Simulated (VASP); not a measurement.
Pr:

```
Pr
1.0
    -1.99525    1.99525    1.99525
     1.99525   -1.99525    1.99525
     1.99525    1.99525   -1.99525
Pr
1
Direct
  0.00000 0.00000 0.00000
```

* Program: VASP 6.6.1
* Task: relaxation of cell and atoms
* Functional: PBE
* Potentials or basis: VASP PAW PBE potentials, release 64 (Pr)
* Cutoff: 600 eV
* k mesh: 12 × 12 × 12
* Occupations: fermi-dirac, width 0.03 eV
* Spin: collinear spin, ferromagnetic start
* Starting moments: [2.0] μB

At the start: pressure -1.8 GPa; volume 31.77 Å³/atom.

Question: How do energy, volume and symmetry change on relaxing?

Answer: Over 19 steps the energy falls by 16.2 meV/atom and the volume is 29.12 Å³/atom (-8.4 %); space group Im-3m (No. 229, to 0.05 Å); moment 2.90 μB per cell.

The path:
```tsv
step	energy change (eV)	largest force (eV/Å)	pressure (GPa)	volume (Å³)
1	0.0000	0.0000	-1.75	31.77
2	-0.0129	0.0000	-0.83	30.20
3	-0.0161	0.0000	-0.17	29.22
4	-0.0162	0.0000	0.18	28.97
5	-0.0162	0.0000	-0.07	29.10
6	-0.0162	0.0000	-0.34	29.04
7	-0.0162	0.0000	-0.43	28.99
8	-0.0161	0.0000	0.29	28.83
9	-0.0162	0.0000	0.22	28.89
10	-0.0162	0.0000	0.12	28.94
11	-0.0162	0.0000	0.29	28.96
12	-0.0162	0.0000	0.03	28.98
13	-0.0162	0.0000	0.03	28.98
14	-0.0162	0.0000	0.17	28.98
15	-0.0162	0.0000	0.04	28.99
16	-0.0162	0.0000	0.05	28.99
17	-0.0162	0.0000	0.37	29.03
18	-0.0162	0.0000	-0.13	29.15
19	-0.0162	0.0000	-0.01	29.12
```

Final structure:
```
Pr
1.0
    -1.93803    1.93803    1.93803
     1.93803   -1.93803    1.93803
     1.93803    1.93803   -1.93803
Pr
1
Direct
  0.00000 0.00000 0.00000
```

Caveat: the magnetic or orbital state may not be the lowest.
